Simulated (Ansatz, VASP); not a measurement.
Two plane-wave programs on ZnS

POSCAR

```
ZnS
1.0
   -0.1201637425     -2.7330932109     -2.7208118104
   -0.0151309938      2.6371618060     -2.6248804055
    5.4511319323      0.1050327488      0.1352947363
Zn S
2 2
Direct
    0.4973227158      0.5002678701      0.5001392156
    0.0050606928     -0.0035347474     -0.0001877793
   -0.0016560392      0.5034640778      0.2502968932
    0.4992726306     -0.0001972005      0.7497516705
```

INCAR.step1

```
SYSTEM = ZnS
PREC     = Accurate       ! precision mode
ENCUT    = 520            ! plane-wave cutoff, eV
ISMEAR   = 0              ! smearing method
SIGMA    = 0.05           ! smearing width, eV
LREAL    = .FALSE.        ! projectors in reciprocal space
LASPH    = .TRUE.         ! aspherical terms in the spheres
NELM     = 100            ! most SCF steps
NBANDS   = 26             ! bands
GGA      = PE             ! functional
ALGO     = Normal         ! electronic algorithm
EDIFF    = 1E-4           ! SCF threshold, eV
LWAVE    = .TRUE.         ! write WAVECAR
LCHARG   = .FALSE.        ! write CHGCAR
```

Contents of INCAR.step2:

```
SYSTEM = ZnS
PREC     = Accurate       ! precision mode
ENCUT    = 520            ! plane-wave cutoff, eV
EDIFF    = 1E-6           ! SCF threshold, eV
ISMEAR   = 0              ! smearing method
SIGMA    = 0.05           ! smearing width, eV
LREAL    = .FALSE.        ! projectors in reciprocal space
LASPH    = .TRUE.         ! aspherical terms in the spheres
NELM     = 100            ! most SCF steps
ALGO     = Normal         ! electronic algorithm
ISIF     = 2              ! what is computed and relaxed
LWAVE    = .FALSE.        ! write WAVECAR
LCHARG   = .TRUE.         ! write CHGCAR
METAGGA  = R2SCAN         ! meta-GGA
LMIXTAU  = .TRUE.       
LELF     = .TRUE.         ! ELF
LVHAR    = .TRUE.       
NBANDS   = 26             ! bands
ISTART   = 1
```

The input KPOINTS:

```
regular mesh
0
G
  6 6 4
  0 0 0
```

Input for Ansatz:

```yaml
crystal:
  lattice:
    - [-0.1201637425, -2.7330932109, -2.7208118104]
    - [-0.0151309938, 2.637161806, -2.6248804055]
    - [5.4511319323, 0.1050327488, 0.1352947363]
  atoms:
    - { symbol: Zn, position: [0.4973227158, 0.5002678701, 0.5001392156] }
    - { symbol: Zn, position: [0.0050606928, -0.0035347474, -0.0001877793] }
    - { symbol: S, position: [-0.0016560392, 0.5034640778, 0.2502968932] }
    - { symbol: S, position: [0.4992726306, -0.0001972005, 0.7497516705] }
basis:
  ecutwfc: 500
kpoints:
  mp_grid: { grid: [6, 6, 4] }
hamiltonian:
  xc: r2scan
scf:
  occupations: { method: gaussian, width: 0.05 }
output:
  forces: true
  stress: true
  eigenvalues: true
```

Change from the starting cell: cell sheared at random, sigma 0.03, atoms nudged by 0.01 Å.

Alike in both runs: task single point; functional r2SCAN; k mesh 6 × 6 × 4; occupations gaussian, width 0.05 eV; no spin polarisation.

```csv
,VASP,Ansatz
version,VASP 6.6.1,Ansatz 0.2.0
potentials or method,"VASP PAW PBE potentials, release 64 (Zn, S), cutoff 520 eV","scalar-relativistic, plane waves, PAW"
valence electrons in the cell,36,36
```

```tsv
	VASP	Ansatz	Ansatz less VASP
gap on the k mesh at the Fermi level (eV)	2.52	2.51	-0.009
least direct gap on the mesh (eV)	2.52	2.51	-0.009
pressure (GPa)	0.6	0.5	-0.05
traceless stress, the component that is largest in VASP (GPa)	-3.07	-3.07	+0.005
rms of the force components (eV/Å)	0.176	0.178	+0.0015
```

VASP's potentials were made for PBE, not for r2SCAN. Atom by atom the forces differ by 0.009 eV/Å (rms over components).
